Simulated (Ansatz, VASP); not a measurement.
**One calculation of Mo, two programs**

```
Mo
1.0
     0.00000    1.96055    1.96055
     1.96055    0.00000    1.96055
     1.96055    1.96055    0.00000
Mo
1
Direct
  0.00000 0.00000 0.00000
```

Change from the starting cell: volume scaled by 0.9405, PAW files.

Alike in both runs: task electric field gradients; functional PBE; k mesh 18 × 18 × 18; occupations fermi-dirac, width 0.05 eV; no spin polarisation.

|  | VASP | Ansatz |
| --- | --- | --- |
| version | VASP 6.6.1 | Ansatz 0.2.0 |
| potentials or method | VASP PAW PBE potentials, release 64 (Mo_sv) | PAW with Ansatz's default frozen-core files, scalar-relativistic |
| plane-wave cutoff (eV) | 520 | 420 |
| valence electrons in the cell | 14 | 14 |

```csv
,VASP,Ansatz,Ansatz less VASP
pressure (GPa),17.3,16.6,-0.61
```

The functional is the same, so the differences come from potentials, cutoffs and numerics.
